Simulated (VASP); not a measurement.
A run of VASP 6.6.1:

INCAR

```
ALGO = Normal
EDIFF = 1E-7
ENCUT = 520
GGA = CA
ISIF = 2
ISMEAR = -1
LASPH = T
LCHARG = F
LREAL = F
LWAVE = F
NBANDS = 18
NELM = 100
PREC = Accurate
SIGMA = 0.1
```

File KPOINTS:

```
k-points
0
Gamma
  11 11 11
```

POSCAR

```
Yb
1.0
    3.1292227350      0.0000000000      0.0000000000
    0.0000000000      3.1292227350      0.0000000000
    0.0000000000      0.0000000000      3.1292227350
Yb
1
Direct
    0.0000000000      0.0000000000      0.0000000000
```

Potentials or basis: VASP PAW PBE potentials, release 64 (Yb).

Command:

```bash
$ cat potpaw_PBE.64/Yb/POTCAR > POTCAR
$ mpirun -np 1 vasp_std > vasp.out
```

Hardware: 1 thread of Intel(R) Xeon(R) Platinum 8488C (Sapphire Rapids), with other jobs on the host.

Problem. Estimate the wall time of this run.

Solution. Run time: 27 s on 1 thread of Intel(R) Xeon(R) Platinum 8488C (Sapphire Rapids) (shared host), peak memory 0.15 GiB. Counts: scf iterations 20, k points 56.
